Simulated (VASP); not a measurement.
The system is BaTiO3.

```
CELL_PARAMETERS angstrom
3.99980 0.00000 0.00000
0.00000 3.99980 0.00000
0.00000 0.00000 4.01800
ATOMIC_POSITIONS crystal
Ba 0.00000 0.00000 0.00000
Ti 0.50000 0.50000 0.49000
O 0.50000 0.50000 0.01900
O 0.50000 0.00000 0.51700
O 0.00000 0.50000 0.51700
```

- Program: VASP 6.6.1
- Task: relaxation of cell and atoms
- Functional: PBE
- Dispersion: D3(BJ)
- Potentials or basis: VASP PAW PBE potentials, release 64 (Ba_sv, Ti_sv, O)
- Cutoff: 600 eV
- k mesh: 6 × 6 × 6
- Occupations: gaussian, width 0.01 eV
- Spin: no spin polarisation

At the start: pressure 0.7 GPa; volume 12.86 Å³/atom.

Question: How do energy, volume and symmetry change on relaxing?

Answer: Over 14 steps the energy falls by 3.1 meV/atom and the volume is 13.06 Å³/atom (+1.6 %); space group P4mm (No. 99, to 0.1 Å) before and after.

Step by step:
| step | energy change (eV) | largest force (eV/Å) | pressure (GPa) | volume (Å³) |
| --- | --- | --- | --- | --- |
| 1 | 0.0000 | 0.2792 | 0.68 | 64.28 |
| 2 | -0.0063 | 0.1923 | -0.35 | 64.79 |
| 3 | -0.0076 | 0.1790 | -1.06 | 65.18 |
| 4 | -0.0110 | 0.0983 | -0.16 | 64.98 |
| 5 | -0.0112 | 0.1002 | 0.14 | 64.92 |
| 6 | -0.0127 | 0.0783 | 0.19 | 64.94 |
| 7 | -0.0139 | 0.0749 | 0.26 | 64.96 |
| 8 | -0.0138 | 0.1179 | 0.42 | 65.01 |
| 9 | -0.0143 | 0.0836 | 0.32 | 64.99 |
| 10 | -0.0152 | 0.0663 | -0.14 | 65.25 |
| 11 | -0.0152 | 0.0636 | -0.31 | 65.35 |
| 12 | -0.0155 | 0.0684 | 0.10 | 65.27 |
| 13 | -0.0156 | 0.0544 | 0.02 | 65.29 |
| 14 | -0.0157 | 0.0040 | 0.01 | 65.28 |

Final structure:
```
Ba Ti O
1.0
     3.98478    0.00000    0.00000
     0.00000    3.98478    0.00000
     0.00000    0.00000    4.11141
Ba Ti O
1 1 3
Direct
  0.00000 0.00000 0.99696
  0.50000 0.50000 0.47881
  0.50000 0.50000 0.03213
  0.50000 0.00000 0.51755
  0.00000 0.50000 0.51755
```
